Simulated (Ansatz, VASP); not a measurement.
One calculation of NbP, two programs

```
Nb P
1.0
    -1.67492    1.67492    5.85491
     1.67492   -1.67492    5.85491
     1.67492    1.67492   -5.85491
Nb P
2 2
Direct
  0.24988 0.74988 0.50000
  0.49988 0.49988 0.00000
  0.83275 0.33275 0.50000
  0.08275 0.08275 0.00000
```

Alike in both runs: functional PBEsol; k mesh 9 × 9 × 9; occupations fermi-dirac, width 0.05 eV; no spin polarisation.

```csv
,VASP,Ansatz
version,VASP 6.6.1,Ansatz 0.2.0
potentials or method,"VASP PAW PBE potentials, release 64 (Nb_sv, P)",Ansatz PAW
plane-wave cutoff (eV),520,420
valence electrons in the cell,36,36
task,single point,band structure
```

VASP gave:

* gap on the k mesh at the Fermi level (eV): none
* pressure (GPa): -9.5
* traceless stress, the component that is largest in VASP (GPa): -2.04
* rms of the force components (eV/Å): 0.057

Q: What did Ansatz give for the same quantities?

A: gap on the k mesh at the Fermi level (eV): none; pressure (GPa): -9.3; traceless stress, the component that is largest in VASP (GPa): -2.04; rms of the force components (eV/Å): 0.057.

VASP's potentials were made for PBE, not for PBEsol. Atom by atom the forces differ by 0.000 eV/Å (rms over components). A gap of «none» marks a metal or a gap that the smearing closes.
